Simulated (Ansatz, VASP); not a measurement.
SiH4CO: VASP beside Ansatz

```
CELL_PARAMETERS angstrom
9.91596 0.00000 0.00000
0.00000 9.91596 0.00000
0.00000 0.00000 9.91596
ATOMIC_POSITIONS crystal
O 0.18662 0.36433 0.41492
O 0.87506 0.40552 0.03013
O 0.64544 0.54744 0.30786
O 0.63436 0.13108 0.54002
O 0.31756 0.97796 0.94778
C 0.16320 0.38513 0.30322
C 0.93837 0.33146 0.96715
C 0.69057 0.61532 0.39041
C 0.74759 0.14348 0.56200
C 0.31849 0.87063 0.90375
Si 0.21819 0.56700 0.88412
Si 0.99701 0.03097 0.27470
Si 0.80309 0.81886 0.64689
Si 0.61954 0.22420 0.01503
Si 0.17175 0.13951 0.74716
H 0.28032 0.66293 0.98056
H 0.14074 0.46365 0.95952
H 0.12625 0.64108 0.79236
H 0.32546 0.50032 0.80405
H 0.98191 0.92118 0.17429
H 0.88360 0.12741 0.26054
H 0.99618 0.97294 0.41252
H 0.12634 0.10235 0.25145
H 0.69949 0.87994 0.73577
H 0.82615 0.67681 0.68752
H 0.75586 0.82311 0.50506
H 0.93085 0.89560 0.65920
H 0.60997 0.34820 0.09806
H 0.53570 0.11658 0.07631
H 0.57048 0.25292 0.87671
H 0.76199 0.17908 0.00904
H 0.19933 0.99328 0.73231
H 0.05254 0.15905 0.83531
H 0.29053 0.20668 0.80833
H 0.14459 0.19902 0.61268
```

Alike in both runs: task relaxation of the atoms; functional LDA; k mesh 1 × 1 × 1; occupations fermi-dirac, width 0.05 eV; no spin polarisation.

|  | VASP | Ansatz |
| --- | --- | --- |
| version | VASP 6.6.1 | Ansatz 0.2.0 |
| potentials or method | VASP PAW LDA potentials, release 64 (O, C, Si, H), cutoff 520 eV | scalar-relativistic, plane waves, PAW |
| valence electrons in the cell | 90 | 90 |

Ansatz gave:

- gap on the k mesh at the Fermi level, each at its own relaxed structure (eV): 5.29

Task: Estimate VASP's values.

Result: gap on the k mesh at the Fermi level, each at its own relaxed structure (eV): 5.13.

LDA's correlation is that of Perdew and Zunger in VASP and of Perdew and Wang (1992) in Ansatz. Ansatz's warnings: xc potential rough in thin density.

Noted on VASP's run: the standard files for N, O and F lose accuracy on very short bonds.
